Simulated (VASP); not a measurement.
# Hg (Fm-3m) in VASP: a series of runs

The runs below take Hg through single point, with PBE.

Program: VASP 6.6.1. These are calculated values, not measurements. Logs are shortened: lines on timing, memory, paths and dates and some standing lists are left out, and cuts for length are marked.

## (1) The cell of the first run

It takes space group Fm-3m (No. 225, cubic). The conventional cell has a = 4.514 Å, b = 4.514 Å, c = 4.514 Å, α = 90.00°, β = 90.00°, γ = 90.00°. Within 4.2 Å of Hg (site symmetry m-3m) lie 12 Hg at 3.19 Å.

## (2) Single point, PBE

Contents of INCAR:

```
PREC = Accurate ; ENCUT = 500
EDIFF = 1E-6 ; ISMEAR = 0
SIGMA = 0.05 ; LREAL = False
LASPH = True ; NELM = 120
ALGO = Normal ; ISIF = 2
LWAVE = False ; LCHARG = True
GGA = PE ; LELF = True
LVHAR = True ; NBANDS = 12
GGA_COMPAT = False
```

Contents of KPOINTS:

```
regular mesh
0
Gamma
  16 16 16
```

Contents of POSCAR:

```
Hg
1.0
    0.0000000000      2.2569693368      2.2569693368
    2.2569693368      0.0000000000      2.2569693368
    2.2569693368      2.2569693368      0.0000000000
Hg
1
Direct
    0.0000000000      0.0000000000      0.0000000000
```

Potentials or basis: VASP PAW PBE potentials, release 64 (Hg).

Command:

```console
$ cat potpaw_PBE.64/Hg/POTCAR > POTCAR
$ mpirun -np 1 vasp_std > vasp.out
```

OUTCAR:

```text
PREC = Accurate
   ENCUT = 500
   EDIFF = 1E-6
   ISMEAR = 0
   LREAL = False
   LASPH = True
   NELM = 120
   ISIF = 2
   GGA = PE

 ion  position               nearest neighbor table
   1  0.000  0.000  0.000-

  LATTYP: Found a face centered cubic cell.
 ALAT       =     4.5139386736

  Lattice vectors:

 A1 = (   0.0000000000,   2.2569693368,   2.2569693368)
 A2 = (   2.2569693368,   0.0000000000,   2.2569693368)
 A3 = (   2.2569693368,   2.2569693368,   0.0000000000)

Analysis of symmetry for initial positions (statically):
=====================================================================
 Subroutine PRICEL returns:
 Original cell was already a primitive cell.

 Routine SETGRP: Setting up the symmetry group for a
 face centered cubic supercell.

 Subroutine GETGRP returns: Found 48 space group operations
 (whereof 48 operations were pure point group operations)
 out of a pool of 48 trial point group operations.

The static configuration has the point symmetry O_h .

Analysis of symmetry for dynamics (positions and initial velocities):
=====================================================================
 Subroutine PRICEL returns:
 Original cell was already a primitive cell.

 Routine SETGRP: Setting up the symmetry group for a
 face centered cubic supercell.

 Subroutine GETGRP returns: Found 48 space group operations
 (whereof 48 operations were pure point group operations)
 out of a pool of 48 trial point group operations.

The dynamic configuration has the point symmetry O_h .

 Subroutine INISYM returns: Found 48 space group operations
 (whereof 48 operations are pure point group operations),
 and found     1 'primitive' translations

----------------------------------------------------------------------------------------

                                     Primitive cell

  volume of cell :      22.9936

  direct lattice vectors                    reciprocal lattice vectors
     0.000000000  2.256969337  2.256969337    -0.221536018  0.221536018  0.221536018
     2.256969337  0.000000000  2.256969337     0.221536018 -0.221536018  0.221536018
     2.256969337  2.256969337  0.000000000     0.221536018  0.221536018 -0.221536018

  length of vectors
     3.191836646  3.191836646  3.191836646     0.383711639  0.383711639  0.383711639

  position of ions in fractional coordinates (direct lattice)
     0.000000000  0.000000000  0.000000000

  ion indices of the primitive-cell ions
   primitive index   ion index
                 1           1

----------------------------------------------------------------------------------------
[... 75 lines left out ...]
   NFREE  =      0    steps in history (QN), initial steepest desc. (CG)
   ISIF   =      2    stress and relaxation
   ISYM   =      2    0-nonsym 1-usesym 2-fastsym
   POTIM  = 0.5000    time-step for ionic-motion
   TEBEG  =    0.0;   TEEND  =   0.0 temperature during run
   PSTRESS=    0.0 pullay stress
   NELECT =      12.0000    total number of electrons
   NUPDOWN=      -1.0000    fix difference up-down
   EMIN   =  10.00;   EMAX   =-10.00  energy-range for DOS
   EFERMI =   0.00;   METHOD = LEGACY
   ISMEAR =     0;   SIGMA  =   0.05  broadening in eV -4-tet -1-fermi 0-gaus
   EFERMI_NEDOS =   21; number of points for ismear=-14 and -15
   IALGO  =     38    algorithm
   IMIX   =      4    mixing-type and parameters
     AMIX     =   0.40;   BMIX     =  1.00
     AMIX_MAG =   1.60;   BMIX_MAG =  1.00
  volume/ion in A,a.u.               =      22.99       155.17
  Fermi-wavevector in a.u.,A,eV,Ry     =   1.318053  2.490759 23.636913  1.737264
  Thomas-Fermi vector in A             =   2.448050
   LORBIT       =      0    0 simple, 1 ext, 2 COOP (PROOUT), +10 PAW based schemes
   GGA     = PE    functional components
   LHFCALC =     F    Hartree Fock is set to
   AEXX    =    0.0000 exact exchange contribution
   IVDW    =     0    specifies the selected vdW correction
   LEPSILON=     F    determine dielectric tensor
   LRPA    =     F    only Hartree local field effects (RPA)
 non-spin polarized calculation
 Gauss-broadening in eV      SIGMA  =   0.05
  energy-cutoff  :      500.00
  volume of cell :       22.99
 maximum number of plane-waves:       604
   NGX = 11   NGY = 11   NGZ = 11

 number of electron      12.0000000 magnetization

 Free energy of the ion-electron system (eV)
  ---------------------------------------------------
  ext. energy  EPLUGINS =         0.00000000
  ---------------------------------------------------
  free energy    TOTEN  =        -0.07531236 eV

  energy without entropy =       -0.07491073  energy(sigma->0) =       -0.07511155

 E-fermi :   2.8611     XC(G=0): -11.0115

 val. band max:        2.8384964262   @ k =  -0.3750   0.4375   0.1250
 cond. band min:       2.8992776696   @ k =   0.5000   0.1250   0.0000
 fundamental gap:      0.0607812433
 Fermi energy:         2.8610704363

 k-point     1 :       0.0000    0.0000    0.0000
  band No.  band energies     occupation
      1      -6.3071      2.00000
      2      -4.1489      2.00000
      3      -4.1489      2.00000
      4      -4.1489      2.00000
      5      -3.4751      2.00000
      6      -3.4751      2.00000
      7      16.5879      0.00000
      8      17.9360      0.00000
      9      17.9360      0.00000
     10      17.9360      0.00000
     11      22.0272      0.00000
     12      23.3202      0.00000
[... 331 lines left out ...]
 k-point    24 :      -0.0625    0.0625    0.0000
  band No.  band energies     occupation
      1      -6.0378      2.00000
      2      -4.1940      2.00000
      3      -4.0935      2.00000
      4      -4.0700      2.00000
      5      -3.5222      2.00000
      6      -3.4576      2.00000
      7      15.8577      0.00000
      8      16.0666      0.00000
      9      17.5006      0.00000
     10      18.3481      0.00000
     11      21.6039      0.00000
     12      23.3260      0.00000

 [... further k-points ...]
[... 5 lines left out ...]
  --------------------------------------------------------------------------------------
  -------------------------------------------------------------------------------------
  Total        0.8661804      0.8661804      0.8661804     -0.0000000     -0.0000000      0.0000000
  in kB       60.3548173     60.3548173     60.3548173     -0.0000000     -0.0000000      0.0000000
  external PRESSURE =      60.3548173 kB  Pullay stress =       0.0000000 kB

 VOLUME and BASIS-vectors are now :
 -----------------------------------------------------------------------------
  energy-cutoff  :      500.00
  volume of cell :       22.99
      direct lattice vectors                 reciprocal lattice vectors
     0.000000000  2.256969337  2.256969337    -0.221536018  0.221536018  0.221536018
     2.256969337  0.000000000  2.256969337     0.221536018 -0.221536018  0.221536018
     2.256969337  2.256969337  0.000000000     0.221536018  0.221536018 -0.221536018

 POSITION                                       TOTAL-FORCE (eV/Angst)
 -----------------------------------------------------------------------------------
      0.00000      0.00000      0.00000         0.000000      0.000000      0.000000
 -----------------------------------------------------------------------------------
    total drift:                                0.000000      0.000000     -0.000000

  FREE ENERGIE OF THE ION-ELECTRON SYSTEM (eV)
  ---------------------------------------------------
  free  energy   TOTEN  =        -0.0753123577 eV

  energy  without entropy=       -0.0749107347  energy(sigma->0) =       -0.07511155
```

OSZICAR:

```text
N       E                     dE             d eps       ncg     rms          rms(c)
DAV:   1     0.707538790475E+02    0.70754E+02   -0.64800E+03  3696   0.936E+02
DAV:   2     0.105237967104E+01   -0.69701E+02   -0.65956E+02  3808   0.224E+02
DAV:   3    -0.107333948614E+00   -0.11597E+01   -0.11591E+01  4132   0.321E+01
DAV:   4    -0.108321858965E+00   -0.98791E-03   -0.98789E-03  3940   0.986E-01
DAV:   5    -0.108323120955E+00   -0.12620E-05   -0.12618E-05  4208   0.340E-02    0.402E+00
DAV:   6    -0.776598825412E-01    0.30663E-01   -0.73937E-02  4080   0.315E+00    0.293E+00
DAV:   7    -0.753045709355E-01    0.23553E-02   -0.12519E-02  4156   0.116E+00    0.116E+00
DAV:   8    -0.752847370982E-01    0.19834E-04   -0.13267E-03  3704   0.467E-01    0.483E-02
DAV:   9    -0.753045384222E-01   -0.19801E-04   -0.86059E-06  4040   0.300E-02    0.194E-02
DAV:  10    -0.753124100968E-01   -0.78717E-05   -0.71773E-06  3740   0.272E-02    0.124E-03
DAV:  11    -0.753123577254E-01    0.52371E-07   -0.39952E-08  2092   0.157E-03
   1 F= -.75312358E-01 E0= -.75111546E-01  d E =-.401623E-03
```

Run time: 40 s. Hardware: 1 thread of Intel Xeon 8259CL, shared host; peak memory 0.17 GiB.

Results:

* Free energy: -0.0753 eV
* Pressure: 6.0 GPa
* Band gap on the k mesh: zero (bands 6 and 7 overlap by 2.04 eV)

Caveat: the cell stands under pressure; spin-orbit coupling is left out, which moves the levels of the heavy elements.

## (3) Single point, PBE (23.86 Å³/atom)

This run uses another cell than the first one, of 23.86 Å³/atom.

Contents of INCAR:

```
PREC = Accurate
ENCUT = 500
EDIFF = 1E-6
ISMEAR = 0
SIGMA = 0.05
LREAL = F
LASPH = T
NELM = 120
ALGO = Normal
ISIF = 2
LWAVE = F
LCHARG = F
GGA = PE
NBANDS = 12
GGA_COMPAT = F
```

Contents of KPOINTS:

```
Automatic mesh
0
Gamma
  16 16 16
```

Contents of POSCAR:

```
Hg
1.0
    0.0000000000      2.2850214639      2.2850214639
    2.2850214639      0.0000000000      2.2850214639
    2.2850214639      2.2850214639      0.0000000000
Hg
1
Direct
    0.0000000000      0.0000000000      0.0000000000
```

Potentials or basis: VASP PAW PBE potentials, release 64 (Hg).

Command:

```console
$ cat potpaw_PBE.64/Hg/POTCAR > POTCAR
$ mpirun -np 1 vasp_std > vasp.out
```

Wall time 34 s (1 thread of Intel Xeon 8259CL, shared host); peak memory 0.16 GiB.

It converged, with:

| Quantity | Value |
| --- | --- |
| Free energy | -0.1031 eV |
| Pressure | 4.1 GPa |
| Band gap on the k mesh | zero (bands 6 and 7 overlap by 1.90 eV) |

Levels at points of the mesh, in eV from the Fermi level:
```
           k point  band 3  band 4  band 5  band 6  band 7  band 8  band 9  band 10
(0.00, 0.00, 0.00)   -6.83   -6.83   -6.21   -6.21   13.71   14.81   14.81    14.81
(0.50, 0.00, 0.00)   -6.83   -5.68   -5.68   -1.48   -1.40   12.50   12.50    12.97
(0.50, 0.50, 0.00)   -5.71   -5.54   -5.54   -0.01    0.58    7.10    7.10    11.51
```

Caveat: the cell stands under pressure; spin-orbit coupling is left out, which moves the levels of the heavy elements.

The gap in the log of VASP goes by the Fermi energy; the results here count the filled bands.